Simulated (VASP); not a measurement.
A run of VASP 6.6.1:

INCAR

```
SYSTEM = Cr
ALGO = Normal ; EDIFF = 1E-6
ENCUT = 520 ; GGA = PE
ISIF = 2 ; ISMEAR = 0
LASPH = .True. ; LCHARG = .False.
LREAL = .False. ; LWAVE = .False.
NBANDS = 12 ; NELM = 60
PREC = Accurate ; SIGMA = 0.1
```

Contents of KPOINTS:

```
k-points
0
Gamma
  20 20 20
  0 0 0
```

File POSCAR:

```
Cr
1.0
   -1.4518420003      1.4518420003      1.4518420003
    1.4518420003     -1.4518420003      1.4518420003
    1.4518420003      1.4518420003     -1.4518420003
Cr
1
Direct
    0.0000000000      0.0000000000      0.0000000000
```

Potentials or basis: VASP PAW PBE potentials, release 64 (Cr_pv).

Command:

```console
$ cat potpaw_PBE.64/Cr_pv/POTCAR > POTCAR
$ mpirun -np 1 vasp_std > vasp.out
```

Hardware: 1 thread of AMD EPYC 7R43 64-Core Processor (Zen 3), on a shared host.

Task: Estimate the wall time of this run.

Result: Wall time 33 s on 1 thread of AMD EPYC 7R43 64-Core Processor (Zen 3) (shared host), peak memory 0.12 GiB. Counts: scf iterations 12, k points 256.
